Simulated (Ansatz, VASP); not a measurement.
**Two plane-wave programs on SnO**

Contents of INCAR:

```
SYSTEM = SnO
ALGO     = Normal         ! electronic algorithm
EDIFF    = 1E-6           ! SCF threshold, eV
ENCUT    = 520            ! plane-wave cutoff, eV
GGA      = PS             ! functional
ISIF     = 2              ! what is computed and relaxed
ISMEAR   = 0              ! smearing method
LASPH    = .True.         ! aspherical terms in the spheres
LCHARG   = .True.         ! write CHGCAR
LELF     = .True.         ! ELF
LREAL    = .False.        ! projectors in reciprocal space
LVHAR    = .True.       
LWAVE    = .False.        ! write WAVECAR
NBANDS   = 28             ! bands
NELM     = 80             ! most SCF steps
PREC     = Accurate       ! precision mode
SIGMA    = 0.15           ! smearing width, eV
```

The input KPOINTS:

```
k-points
0
Gamma
  10 10 8
  0 0 0
```

The input POSCAR:

```
SnO
1.0
    3.9374000000      0.0000000000      0.0000000000
    0.0000000000      3.9374000000      0.0000000000
    0.0000000000      0.0000000000      4.5130000000
Sn O
2 2
Direct
    0.0000000000      0.5000000000      0.2424656060
    0.5000000000      0.0000000000      0.7575343940
    0.0000000000      0.0000000000      0.0000000000
    0.5000000000      0.5000000000      0.0000000000
```

Input for Ansatz:

```yaml
crystal:
  lattice:
    - [3.9374, 0.0, 0.0]
    - [0.0, 3.9374, 0.0]
    - [0.0, 0.0, 4.513]
  atoms:
    - { symbol: Sn, position: [0.0, 0.5, 0.242465606] }
    - { symbol: Sn, position: [0.5, 0.0, 0.757534394] }
    - { symbol: O, position: [0.0, 0.0, 0.0] }
    - { symbol: O, position: [0.5, 0.5, 0.0] }
basis:
  ecutwfc: 520.0
kpoints:
  mp_grid: { grid: [10, 10, 8] }
hamiltonian:
  xc: pbesol
  pseudopotentials: { kind: paw, azcp: { folder: soft_1 } }
scf:
  occupations: { method: gaussian, width: 0.15 }
output:
  forces: true
  stress: true
  eigenvalues: true
```

Alike in both runs: task single point; functional PBEsol; k mesh 10 × 10 × 8; occupations gaussian, width 0.15 eV; no spin polarisation.

|  | VASP | Ansatz |
| --- | --- | --- |
| version | VASP 6.6.1 | Ansatz 0.2.0 |
| potentials or method | VASP PAW PBE potentials, release 64 (Sn_d, O), cutoff 520 eV | scalar-relativistic, plane waves, PAW |
| valence electrons in the cell | 40 | 40 |

```tsv
	VASP	Ansatz	Ansatz less VASP
gap on the k mesh at the Fermi level (eV)	0.38	0.37	-0.010
least direct gap on the mesh (eV)	1.66	1.67	+0.013
pressure (GPa)	-2.6	-2.9	-0.29
traceless stress, the component that is largest in VASP (GPa)	3.99	4.04	+0.046
rms of the force components (eV/Å)	0.060	0.025	-0.0352
```

VASP's potentials were made for PBE, not for PBEsol, and Ansatz warns of the same on its side. Atom by atom the forces differ by 0.035 eV/Å (rms over components). With one functional, cell and mesh, what is left measures potentials, basis and numerics.
